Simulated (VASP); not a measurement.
# Sr3P3W (P6_3/m) in VASP: single point with PBEsol

Aim: the single point of Sr3P3W with PBEsol.

Everything below comes from runs of VASP 6.6.1. Logs are shortened: lines on timing, memory, paths and dates and some standing lists are left out, and cuts for length are marked.

### 1 The cell of the first run

Symmetry: P6_3/m, No. 176, hexagonal system. The conventional cell has a = 8.307 Å, b = 8.307 Å, c = 5.583 Å, α = 90.00°, β = 90.00°, γ = 120.00°. Within 3.9 Å of Sr (site symmetry m) lie 5 P at 2.84 to 3.18 Å and 3 W at 3.50 to 3.66 Å and 4 Sr at 3.82 Å. W (site symmetry -6) has 3 P at 1.94 Å within 2.6 Å. Within 2.6 Å of P (site symmetry m) lie 1 W at 1.94 Å.

### 2 Single point, PBEsol (N replaced by P, lengths x 1.067, strained)

Contents of INCAR:

```
SYSTEM = Sr3P3W
ALGO = Normal
EDIFF = 1E-6
ENCUT = 520
GGA = PS
ISIF = 2
ISMEAR = 0
LASPH = .True.
LCHARG = .True.
LELF = .True.
LREAL = .False.
LVHAR = .True.
LWAVE = .False.
NBANDS = 72
NELM = 100
PREC = Accurate
SIGMA = 0.1
```

Contents of KPOINTS:

```
k-points
0
Gamma
  3 3 4
  0 0 0
```

Contents of POSCAR:

```
Sr3P3W
1.0
    8.3069629091      0.0000000000      0.0000000000
   -4.1534814545      7.1940409075      0.0000000000
    0.0000000000      0.0000000000      5.5828944988
Sr W P
6 2 6
Direct
    0.9042465800      0.6500421400      0.2500000000
    0.7457955600      0.0957534200      0.2500000000
    0.3499578600      0.2542044400      0.2500000000
    0.0957534200      0.3499578600      0.7500000000
    0.2542044400      0.9042465800      0.7500000000
    0.6500421400      0.7457955600      0.7500000000
    0.6666666667      0.3333333333      0.7500000000
    0.3333333333      0.6666666667      0.2500000000
    0.8838669800      0.5805277500      0.7500000000
    0.6966607700      0.1161330200      0.7500000000
    0.4194722500      0.3033392300      0.7500000000
    0.1161330200      0.4194722500      0.2500000000
    0.3033392300      0.8838669800      0.2500000000
    0.5805277500      0.6966607700      0.2500000000
```

Potentials or basis: VASP PAW PBE potentials, release 64 (Sr_sv, W_sv, P).

Started as:

```console
> cat potpaw_PBE.64/Sr_sv/POTCAR potpaw_PBE.64/W_sv/POTCAR potpaw_PBE.64/P/POTCAR > POTCAR
> mpirun -np 1 vasp_std > vasp.out
```

OUTCAR:

```text
SYSTEM = Sr3P3W
   EDIFF = 1E-6
   ENCUT = 520
   GGA = PS
   ISIF = 2
   ISMEAR = 0
   LASPH = .True.
   LREAL = .False.
   NELM = 100
   PREC = Accurate

 ion  position               nearest neighbor table
   1  0.904  0.650  0.250-   9 2.84   9 2.84  13 2.89  14 2.90  12 3.18   8 3.50   7 3.66   7 3.66
                             6 3.82   6 3.82   5 3.82   5 3.82   2 4.11   3 4.11   2 4.51   3 4.51
   2  0.746  0.096  0.250-  10 2.84  10 2.84  14 2.89  12 2.90  13 3.18   8 3.50   7 3.66   7 3.66
                             6 3.82   6 3.82   4 3.82   4 3.82   1 4.11   3 4.11   1 4.51   3 4.51
   3  0.350  0.254  0.250-  11 2.84  11 2.84  12 2.89  13 2.90  14 3.18   8 3.50   7 3.66   7 3.66
                             5 3.82   5 3.82   4 3.82   4 3.82   2 4.11   1 4.11   1 4.51   2 4.51
   4  0.096  0.350  0.750-  12 2.84  12 2.84  10 2.89  11 2.90   9 3.18   7 3.50   8 3.66   8 3.66
                             3 3.82   3 3.82   2 3.82   2 3.82   5 4.11   6 4.11   5 4.51   6 4.51
   5  0.254  0.904  0.750-  13 2.84  13 2.84  11 2.89   9 2.90  10 3.18   7 3.50   8 3.66   8 3.66
                             3 3.82   3 3.82   1 3.82   1 3.82   4 4.11   6 4.11   4 4.51   6 4.51
   6  0.650  0.746  0.750-  14 2.84  14 2.84   9 2.89  10 2.90  11 3.18   7 3.50   8 3.66   8 3.66
                             2 3.82   2 3.82   1 3.82   1 3.82   5 4.11   4 4.11   4 4.51   5 4.51
   7  0.667  0.333  0.750-  10 1.94   9 1.94  11 1.94   4 3.50   5 3.50   6 3.50   2 3.66   2 3.66
                             1 3.66   1 3.66   3 3.66   3 3.66
   8  0.333  0.667  0.250-  13 1.94  12 1.94  14 1.94   1 3.50   2 3.50   3 3.50   5 3.66   5 3.66
                             4 3.66   4 3.66   6 3.66   6 3.66
   9  0.884  0.581  0.750-   7 1.94   1 2.84   1 2.84   6 2.89   5 2.90   4 3.18
  10  0.697  0.116  0.750-   7 1.94   2 2.84   2 2.84   4 2.89   6 2.90   5 3.18
  11  0.419  0.303  0.750-   7 1.94   3 2.84   3 2.84   5 2.89   4 2.90   6 3.18
  12  0.116  0.419  0.250-   8 1.94   4 2.84   4 2.84   3 2.89   2 2.90   1 3.18
  13  0.303  0.884  0.250-   8 1.94   5 2.84   5 2.84   1 2.89   3 2.90   2 3.18
  14  0.581  0.697  0.250-   8 1.94   6 2.84   6 2.84   2 2.89   1 2.90   3 3.18

  LATTYP: Found a hexagonal cell.
 ALAT       =     8.3069629091
 C/A-ratio  =     0.6720740853

  Lattice vectors:

 A1 = (   8.3069629091,   0.0000000000,   0.0000000000)
 A2 = (  -4.1534814545,   7.1940409075,   0.0000000000)
 A3 = (   0.0000000000,   0.0000000000,   5.5828944988)

Analysis of symmetry for initial positions (statically):
=====================================================================
 Subroutine PRICEL returns:
 Original cell was already a primitive cell.

 Routine SETGRP: Setting up the symmetry group for a
 hexagonal supercell.

 Subroutine GETGRP returns: Found 12 space group operations
 (whereof  6 operations were pure point group operations)
 out of a pool of 24 trial point group operations.

The static configuration has the point symmetry S_6 .
 The point group associated with its full space group is C_6h.

Analysis of symmetry for dynamics (positions and initial velocities):
=====================================================================
 Subroutine PRICEL returns:
 Original cell was already a primitive cell.

 Routine SETGRP: Setting up the symmetry group for a
 hexagonal supercell.

 Subroutine GETGRP returns: Found 12 space group operations
 (whereof  6 operations were pure point group operations)
 out of a pool of 24 trial point group operations.

The dynamic configuration has the point symmetry S_6 .
 The point group associated with its full space group is C_6h.

 Subroutine INISYM returns: Found 12 space group operations
 (whereof  6 operations are pure point group operations),
 and found     1 'primitive' translations

----------------------------------------------------------------------------------------

                                     Primitive cell

  volume of cell :     333.6373

  direct lattice vectors                    reciprocal lattice vectors
     8.306962909  0.000000000  0.000000000     0.120380940  0.069501968  0.000000000
    -4.153481454  7.194040907  0.000000000     0.000000000  0.139003936  0.000000000
     0.000000000  0.000000000  5.582894499     0.000000000  0.000000000  0.179118556

  length of vectors
     8.306962909  8.306962909  5.582894499     0.139003936  0.139003936  0.179118556

  position of ions in fractional coordinates (direct lattice)
     0.904246580  0.650042140  0.250000000
     0.745795560  0.095753420  0.250000000
     0.349957860  0.254204440  0.250000000
     0.095753420  0.349957860  0.750000000
     0.254204440  0.904246580  0.750000000
     0.650042140  0.745795560  0.750000000
     0.666666667  0.333333333  0.750000000
     0.333333333  0.666666667  0.250000000
     0.883866980  0.580527750  0.750000000
     0.696660770  0.116133020  0.750000000
     0.419472250  0.303339230  0.750000000
     0.116133020  0.419472250  0.250000000
     0.303339230  0.883866980  0.250000000
     0.580527750  0.696660770  0.250000000

  ion indices of the primitive-cell ions
   primitive index   ion index
                 1           1
                 2           2
                 3           3
                 4           4
                 5           5
                 6           6
                 7           7
                 8           8
                 9           9
                10          10
                11          11
                12          12
                13          13
                14          14

----------------------------------------------------------------------------------------

 KPOINTS: k-points

Automatic generation of k-mesh.
 Grid dimensions read from file:
 generate k-points for:    3    3    4

 Generating k-lattice:

  Cartesian coordinates                     Fractional coordinates (reciprocal lattice)
     0.040126980  0.023167323  0.000000000     0.333333333  0.000000000  0.000000000
     0.000000000  0.046334645  0.000000000     0.000000000  0.333333333  0.000000000
     0.000000000  0.000000000  0.044779639     0.000000000  0.000000000  0.250000000

  Length of vectors
     0.046334645  0.046334645  0.044779639

  Shift w.r.t. Gamma in fractional coordinates (k-lattice)
     0.000000000  0.000000000  0.000000000

 Subroutine IBZKPT returns following result:
 ===========================================

 Found      9 irreducible k-points:

 Following reciprocal coordinates:
            Coordinates               Weight
  0.000000  0.000000  0.000000      1.000000
  0.333333 -0.000000  0.000000      6.000000
  0.333333  0.333333  0.000000      2.000000
  0.000000  0.000000  0.250000      2.000000
  0.333333 -0.000000  0.250000     12.000000
  0.333333  0.333333  0.250000      4.000000
  0.000000  0.000000  0.500000      1.000000
  0.333333 -0.000000  0.500000      6.000000
  0.333333  0.333333  0.500000      2.000000
   k-points           NKPTS =      9   k-points in BZ     NKDIM =      9   number of bands    NBANDS=     72
   number of dos      NEDOS =    301   number of ions     NIONS =     14
   total plane-waves  NPLWV = 172032
   dimension x,y,z NGX =    64 NGY =   64 NGZ =   42
   dimension x,y,z NGXF=   128 NGYF=  128 NGZF=   84
   ions per type =               6   2   6
   NGX,Y,Z   is equivalent  to a cutoff of  12.81, 12.81, 12.51 a.u.
   NGXF,Y,Z  is equivalent  to a cutoff of  25.62, 25.62, 25.01 a.u.
 SYSTEM =  Sr3P3W
   PREC   = accura    normal or accurate (medium, high low for compatibility)
   ISTART =      0    job   : 0-new  1-cont  2-samecut
   ICHARG =      2    charge: 1-file 2-atom 10-const
   ISPIN  =      1    spin polarized calculation?
   LNONCOLLINEAR =      F non collinear calculations
   LSORBIT =      F    spin-orbit coupling
   LASPH  =      T    aspherical Exc in radial PAW
   ENCUT  =  520.0 eV  38.22 Ry    6.18 a.u.  15.45 15.45 10.38*2*pi/ulx,y,z
   NELM   =    100;   NELMIN=  2; NELMDL= -5     # of ELM steps
   EDIFF  = 0.1E-05   stopping-criterion for ELM
   LREAL  =      F    real-space projection
   EDIFFG = 0.1E-04   stopping-criterion for IOM
   NSW    =      0    number of steps for IOM
   IBRION =     -1    ionic relax: 0-MD 1-quasi-New 2-CG
   NFREE  =      0    steps in history (QN), initial steepest desc. (CG)
   ISIF   =      2    stress and relaxation
   ISYM   =      2    0-nonsym 1-usesym 2-fastsym
   POTIM  = 0.5000    time-step for ionic-motion
   TEBEG  =    0.0;   TEEND  =   0.0 temperature during run
   PSTRESS=    0.0 pullay stress
   NELECT =     118.0000    total number of electrons
   NUPDOWN=      -1.0000    fix difference up-down
   EMIN   =  10.00;   EMAX   =-10.00  energy-range for DOS
   EFERMI =   0.00;   METHOD = LEGACY
   ISMEAR =     0;   SIGMA  =   0.10  broadening in eV -4-tet -1-fermi 0-gaus
   EFERMI_NEDOS =   21; number of points for ismear=-14 and -15
   IALGO  =     38    algorithm
   IMIX   =      4    mixing-type and parameters
     AMIX     =   0.40;   BMIX     =  1.00
     AMIX_MAG =   1.60;   BMIX_MAG =  1.00
  volume/ion in A,a.u.               =      23.83       160.82
  Fermi-wavevector in a.u.,A,eV,Ry     =   1.157739  2.187809 18.236697  1.340359
  Thomas-Fermi vector in A             =   2.294348
   LORBIT       =      0    0 simple, 1 ext, 2 COOP (PROOUT), +10 PAW based schemes
   GGA     = PS    functional components
   LHFCALC =     F    Hartree Fock is set to
   AEXX    =    0.0000 exact exchange contribution
   IVDW    =     0    specifies the selected vdW correction
   LEPSILON=     F    determine dielectric tensor
   LRPA    =     F    only Hartree local field effects (RPA)
 non-spin polarized calculation
 Gauss-broadening in eV      SIGMA  =   0.10
  energy-cutoff  :      520.00
  volume of cell :      333.64
 maximum number of plane-waves:      9033
 NGX is ok and might be reduce to    64
   NGX = 31   NGY = 31   NGZ = 21

 number of electron     117.9999992 magnetization

 Free energy of the ion-electron system (eV)
  ---------------------------------------------------
  ext. energy  EPLUGINS =         0.00000000
  ---------------------------------------------------
  free energy    TOTEN  =       -70.75827372 eV

  energy without entropy =      -70.73204768  energy(sigma->0) =      -70.74516070

 E-fermi :   5.0607     XC(G=0):  -9.8335

 val. band max:        5.0493295099   @ k =   0.3333   0.3333   0.5000
 cond. band min:       5.2215816059   @ k =   0.0000   0.0000   0.5000
 fundamental gap:      0.1722520960
 Fermi energy:         5.0607489459

 k-point     1 :       0.0000    0.0000    0.0000
  band No.  band energies     occupation
      1     -68.1628      2.00000
      2     -68.1628      2.00000
      3     -33.2094      2.00000
      4     -33.2094      2.00000
      5     -33.2091      2.00000
      6     -33.2091      2.00000
[... 63 lines left out ...]
     70       7.4847      0.00000
     71       7.4847      0.00000

 k-point     2 :       0.3333   -0.0000    0.0000
  band No.  band energies     occupation
      1     -68.1628      2.00000
      2     -68.1628      2.00000
      3     -33.2095      2.00000
      4     -33.2095      2.00000
      5     -33.2091      2.00000
      6     -33.2090      2.00000
[... 510 lines left out ...]
 k-point     9 :       0.3333    0.3333    0.5000
  band No.  band energies     occupation
      1     -68.1628      2.00000
      2     -68.1628      2.00000
      3     -33.2092      2.00000
      4     -33.2092      2.00000
      5     -33.2092      2.00000
      6     -33.2092      2.00000
[... 63 lines left out ...]
     70       7.8340      0.00000
     71       8.6900      0.00000
 [bands above 71 left out]

------------------------ aborting loop because EDIFF is reached ----------------------------------------

  FORCE on cell =-STRESS in cart. coord.  units (eV):
  Direction    XX          YY          ZZ          XY          YZ          ZX
  --------------------------------------------------------------------------------------
  -------------------------------------------------------------------------------------
  Total       81.9831443     81.9831443     26.3279704      0.0000002      0.0000000      0.0000000
  in kB      393.6955970    393.6955970    126.4309401      0.0000011      0.0000000      0.0000000
  external PRESSURE =     304.6073781 kB  Pullay stress =       0.0000000 kB

 VOLUME and BASIS-vectors are now :
 -----------------------------------------------------------------------------
  energy-cutoff  :      520.00
  volume of cell :      333.64
      direct lattice vectors                 reciprocal lattice vectors
     8.306962909  0.000000000  0.000000000     0.120380940  0.069501968  0.000000000
    -4.153481454  7.194040907  0.000000000     0.000000000  0.139003936  0.000000000
     0.000000000  0.000000000  5.582894499     0.000000000  0.000000000  0.179118556

 POSITION                                       TOTAL-FORCE (eV/Angst)
 -----------------------------------------------------------------------------------
      4.81160      4.67643      1.39572         0.227749     -0.610467     -0.000000
      5.79759      0.68885      1.39572        -0.642554      0.107997      0.000000
      1.85125      1.82876      1.39572         0.414805      0.502470     -0.000000
     -0.65812      2.51761      4.18717        -0.227749      0.610467     -0.000000
     -1.64410      6.50519      4.18717         0.642554     -0.107997     -0.000000
      2.30223      5.36528      4.18717        -0.414805     -0.502470     -0.000000
      4.15348      2.39801      4.18717         0.000000      0.000000     -0.000000
     -0.00000      4.79603      1.39572        -0.000000      0.000000      0.000000
      4.93104      4.17634      4.18717         4.975102      9.999258     -0.000000
      5.30478      0.83547      4.18717         6.172060     -9.308193      0.000000
      2.22463      2.18223      4.18717       -11.147162     -0.691064     -0.000000
     -0.77756      3.01770      1.39572        -4.975102     -9.999258      0.000000
     -1.15130      6.35858      1.39572        -6.172060      9.308193     -0.000000
      1.92885      5.01181      1.39572        11.147162      0.691064     -0.000000
 -----------------------------------------------------------------------------------
    total drift:                               -0.000001      0.000001     -0.000000

  FREE ENERGIE OF THE ION-ELECTRON SYSTEM (eV)
  ---------------------------------------------------
  free  energy   TOTEN  =       -70.7582737155 eV

  energy  without entropy=      -70.7320476789  energy(sigma->0) =      -70.74516070
```

It took 3.5 min on 1 thread of Intel Xeon Platinum 8559C (Emerald Rapids), shared host; peak memory 0.52 GiB.

Results:

```yaml
Free_energy: -70.7583 eV
Pressure: 30.5 GPa
Largest_force: 11.169 eV/Å
Band_gap_on_the_k_mesh: zero (bands 59 and 60 overlap by 0.55 eV)
```

Forces in eV/Å, atoms in the order of the input:
```
Sr    0.228  -0.610   0.000
Sr   -0.643   0.108   0.000
Sr    0.415   0.502   0.000
Sr   -0.228   0.610   0.000
Sr    0.643  -0.108   0.000
Sr   -0.415  -0.502   0.000
W     0.000   0.000   0.000
W     0.000   0.000   0.000
P     4.975   9.999   0.000
P     6.172  -9.308   0.000
P   -11.147  -0.691   0.000
P    -4.975  -9.999   0.000
P    -6.172   9.308   0.000
P    11.147   0.691   0.000
```

Stress tensor (GPa, compression positive):
```
39.37  0.00  0.00
 0.00 39.37  0.00
 0.00  0.00 12.64
```

Levels at points of the mesh, in eV from the Fermi level:
```tsv
k point	band 55	band 56	band 57	band 58	band 59	band 60	band 61	band 62	band 63	band 64
(0.00, 0.00, 0.00)	-2.03	-1.72	-1.36	-1.22	0.36	0.51	0.65	0.65	0.74	0.74
(0.00, 0.00, 0.50)	-1.94	-1.94	-1.03	-1.03	0.16	0.16	0.16	0.16	0.88	0.88
```

Caveat: the cell differs from its parent crystal (N replaced by P, lengths x 1.067, strained); the cell stands under pressure; the PAW data sets were made with another functional, which shifts forces and pressure a little; spin-orbit coupling is left out, which moves the levels of the heavy elements.
